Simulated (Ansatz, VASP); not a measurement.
# Be3Au2 in VASP and in Ansatz

```
Be Au
1.0
     3.27840    0.00000    0.00000
    -1.63920    2.83918    0.00000
     0.00000    0.00000    7.55711
Be Au
3 2
Direct
  0.33333 0.66667 0.85756
  0.66667 0.33333 0.14244
  0.00000 0.00000 0.00000
  0.00000 0.00000 0.32097
  0.00000 0.00000 0.67903
```

Alike in both runs: functional PBE; k mesh 6 × 6 × 4; occupations gaussian, width 0.1 eV; no spin polarisation.

Ansatz relaxed the structure, and its values are those at the end. VASP's run is a single point on that final structure, the one shown.

|  | VASP | Ansatz |
| --- | --- | --- |
| version | VASP 6.6.1 | Ansatz 0.2.0 |
| potentials or method | VASP PAW PBE potentials, release 64 (Be, Au), cutoff 520 eV | scalar-relativistic, plane waves, PAW |
| valence electrons in the cell | 28 | 44 |

```tsv
	VASP	Ansatz	Ansatz less VASP
gap on the k mesh at the Fermi level (eV)	none	none	-
pressure (GPa)	-0.1	0.0	+0.08
```

A gap of «none» marks a metal or a gap that the smearing closes. The functional is the same, so the differences come from potentials, cutoffs and numerics. VASP's potentials hold 28 valence electrons a cell and Ansatz's 44, so a difference there can come from the potentials and not from the codes.

The k mesh is coarse, so the values compare programs but aren't converged. Neither program's run includes spin-orbit coupling.
